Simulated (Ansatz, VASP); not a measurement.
**Co in VASP and in Ansatz**

File POSCAR:

```
Co
1.0
   -1.3951977241      1.3951977241      1.3951977241
    1.3951977241     -1.3951977241      1.3951977241
    1.3951977241      1.3951977241     -1.3951977241
Co
1
Direct
    0.0000000000      0.0000000000      0.0000000000
```

The input INCAR.step1:

```
PREC = Accurate
ENCUT = 520
ISMEAR = 0
SIGMA = 0.05
LREAL = False
LASPH = True
NELM = 150
ISPIN = 2
MAGMOM = 2.24
LMAXMIX = 4
NBANDS = 14
GGA = PE
ALGO = Normal
EDIFF = 1E-4
LWAVE = True
LCHARG = False
```

Contents of INCAR.step2:

```
PREC = Accurate
ENCUT = 520
EDIFF = 1E-6
ISMEAR = 0
SIGMA = 0.05
LREAL = False
LASPH = True
NELM = 150
ALGO = Normal
ISIF = 2
LWAVE = False
LCHARG = True
ISPIN = 2
MAGMOM = 2.24
LORBIT = 11
LMAXMIX = 4
METAGGA = R2SCAN
LMIXTAU = True
LELF = True
LVHAR = True
NBANDS = 14
ISTART = 1
```

KPOINTS

```
Automatic mesh
0
Gamma
  20 20 20
```

Input for Ansatz:

```yaml
crystal:
  lattice:
    - [-1.3951977241, 1.3951977241, 1.3951977241]
    - [1.3951977241, -1.3951977241, 1.3951977241]
    - [1.3951977241, 1.3951977241, -1.3951977241]
  atoms:
    - { symbol: Co, position: [0.0, 0.0, 0.0], spin: 2.24 }
basis:
  ecutwfc: 600
  ecutrho_ratio: 5
kpoints:
  mp_grid: { grid: [20, 20, 20] }
hamiltonian:
  xc: r2scan
scf:
  occupations: { method: gaussian, width: 0.05 }
output:
  forces: true
  stress: true
  eigenvalues: true
  populations: true
magnetization:
  spin_polarized: true
```

Alike in both runs: task single point; functional r2SCAN; k mesh 20 × 20 × 20; occupations gaussian, width 0.05 eV; collinear spin.

|  | VASP | Ansatz |
| --- | --- | --- |
| version | VASP 6.6.1 | Ansatz 0.2.0 |
| potentials or method | VASP PAW PBE potentials, release 64 (Co), cutoff 520 eV | scalar-relativistic, plane waves, PAW |
| valence electrons in the cell | 9 | 17 |

```csv
,VASP,Ansatz,Ansatz less VASP
gap on the k mesh at the Fermi level (eV),none,none,-
pressure (GPa),1.7,1.7,+0.03
net moment per atom (μB),1.91,1.91,+0.003
size of the moment on the site where the two differ most (μB),1.97,2.03,+0.062
```

VASP's potentials were made for PBE, not for r2SCAN. Site moments also hang on the region over which each program counts them. A gap of «none» marks a metal or a gap that the smearing closes. VASP's potentials hold 9 valence electrons a cell and Ansatz's 17, so a difference there can come from the potentials and not from the codes. Ansatz's warnings: stability check not made.
